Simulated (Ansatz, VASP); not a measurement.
# One calculation of Al, two programs

```
CELL_PARAMETERS angstrom
-1.59122 1.59122 1.59122
1.59122 -1.59122 1.59122
1.59122 1.59122 -1.59122
ATOMIC_POSITIONS crystal
Al 0.00000 0.00000 0.00000
```

Alike in both runs: task single point; functional PBEsol; k mesh 9 × 9 × 9; occupations fermi-dirac, width 0.15 eV; no spin polarisation.

|  | VASP | Ansatz |
| --- | --- | --- |
| version | VASP 6.6.1 | Ansatz 0.2.0 |
| potentials or method | VASP PAW PBE potentials, release 64 (Al) | plane waves, PAW |
| plane-wave cutoff (eV) | 520 | 420 |
| valence electrons in the cell | 3 | 3 |

|  | VASP | Ansatz | Ansatz less VASP |
| --- | --- | --- | --- |
| gap on the k mesh at the Fermi level (eV) | none | none | - |
| pressure (GPa) | 2.3 | 2.2 | -0.07 |

VASP's potentials were made for PBE, not for PBEsol. A gap of «none» marks a metal or a gap that the smearing closes.
